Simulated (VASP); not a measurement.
Ir: single point with LDA

Crystal: Ir.

```
Ir
1.0
    -0.05240    1.90541    1.90541
     1.85301    0.00000    1.85301
     1.90541    1.90541   -0.05240
Ir
1
Direct
  0.00000 0.00000 0.00000
```

This cell differs from its parent crystal: engineering shear strain xz -0.0550, engineering shear strain yz +0.0000.

```
Program                : VASP 6.6.1
Task                   : single point
Functional             : LDA
Potentials or basis    : VASP PAW LDA potentials, release 64 (Ir)
Cutoff                 : 520 eV
k mesh                 : 20 × 20 × 20
Occupations            : gaussian, width 0.15 eV
Spin                   : no spin polarisation
Dipole correction      : no
Further INCAR settings : ALGO = Fast; EDIFF = 1e-06; NBANDS = 10
```

| Quantity | Value |
| --- | --- |
| Pressure | 6.8 GPa |
| Band gap on the k mesh | zero (an odd number of electrons rules out a gap without spin polarisation) |

Stress tensor (GPa, compression positive):
```
 7.67  0.00 16.73
 0.00  5.18  0.00
16.73  0.00  7.67
```

Levels at points of the mesh, in eV from the Fermi level:
```
           k point  band 1  band 2  band 3  band 4  band 5  band 6  band 7  band 8  band 9
(0.00, 0.00, 0.00)  -11.28   -4.43   -4.10   -3.54   -1.14   -1.12   14.35   19.20   20.10
(0.50, 0.00, 0.00)   -8.37   -4.41   -3.64   -0.97    0.64    1.15    7.16   14.16   19.91
(0.00, 0.50, 0.00)   -8.24   -4.53   -3.79   -0.40    0.84    1.29    8.04   13.70   19.17
(0.50, 0.50, 0.00)   -8.12   -7.56    0.84    1.55    1.70    1.84   10.96   11.88   11.91
(0.50, 0.00, 0.50)   -8.14   -7.57    1.00    1.58    1.60    1.81   10.86   10.89   12.97
```

It took 88 s on 1 thread of Intel(R) Xeon(R) Platinum 8375C CPU @ 2.90GHz (Ice Lake), on a shared host, peak memory 0.27 GiB.

Caveat: the cell differs from its parent crystal (engineering shear strain xz -0.0550, engineering shear strain yz +0.0000); the cell stands under pressure; spin-orbit coupling is left out, which moves the levels of the heavy elements.
